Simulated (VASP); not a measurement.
The system is NaH.

```
CELL_PARAMETERS angstrom
0.00000 2.39751 2.39751
2.39751 0.00000 2.39751
2.39751 2.39751 0.00000
ATOMIC_POSITIONS crystal
Na 0.00000 0.00000 0.00000
H 0.50000 0.50000 0.50000
```

Base run:

- Program: VASP 6.6.1
- Functional: PBE
- Potentials or basis: VASP PAW PBE potentials, release 64 (Na_pv, H)
- Cutoff: 500 eV
- k mesh: 6 × 6 × 6
- Occupations: methfessel-paxton, width 0.5 eV
- Spin: no spin polarisation

Its results: band gap on the k mesh 3.85 eV (least direct gap 4.67 eV); pressure 0.5 GPa.

Problem. The run is repeated on the same cell with these changes: occupations from methfessel-paxton, width 0.5 eV to gaussian, width 0.01 eV; dispersion from none to D4. What comes out?

Solution. Band gap on the k mesh 3.85 eV (least direct gap 4.67 eV); pressure -0.1 GPa.

A k mesh can miss the band edges.
